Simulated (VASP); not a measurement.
# V: single point with PBE

The system is V.

```xyz
2
Lattice="1.9846 1.9846 0.0000 -1.9846 1.9846 0.0000 0.0000 0.0000 3.9692" Properties=species:S:1:pos:R:3 pbc="T T T"
V     0.0000    0.0000    0.0000
V     0.0000    1.9846    1.9846
```

This cell differs from its parent crystal: equal strain along all axes, cell held: +4.0 %.

* Program: VASP 6.6.1
* Task: single point
* Functional: PBE
* Potentials or basis: VASP PAW PBE potentials, release 64 (V_sv)
* Cutoff: 520 eV
* k mesh: 16 × 16 × 12
* Occupations: gaussian, width 0.1 eV
* Spin: no spin polarisation

- Pressure: -16.3 GPa
- Band gap on the k mesh: zero (band 13 reaches 10.83 eV, above the bottom of band 14 at 7.34 eV)

Levels at points of the mesh, in eV from the Fermi level:
```
           k point  band 9  band 10  band 11  band 12  band 13  band 14  band 15  band 16  band 17  band 18
(0.00, 0.00, 0.00)   -6.48    -2.94    -2.19     0.17     0.17     0.17     1.64     1.64     2.61     2.87
(0.50, 0.00, 0.00)   -2.41    -2.41    -0.85    -0.85    -0.55    -0.55     0.95     0.95     1.56     1.56
(0.50, 0.50, 0.00)   -2.94    -2.94    -2.19    -2.19     2.61     2.61     2.87     2.87     2.87     2.87
(0.00, 0.00, 0.50)   -4.10    -4.10    -1.13    -1.13     0.56     0.56     1.25     1.25     1.25     1.25
(0.50, 0.00, 0.50)   -2.95    -2.95     0.08     0.08     0.08     0.08     0.57     0.57     2.62     2.62
(0.50, 0.50, 0.50)   -1.93    -1.93    -0.88    -0.88    -0.88    -0.88     1.40     1.40     2.87     2.87
```

Run time: 64 s on 1 thread of Intel(R) Xeon(R) 6975P-C (Granite Rapids) (shared host), peak memory 0.27 GiB.

Caveat: the cell differs from its parent crystal (equal strain along all axes, cell held: +4.0 %).
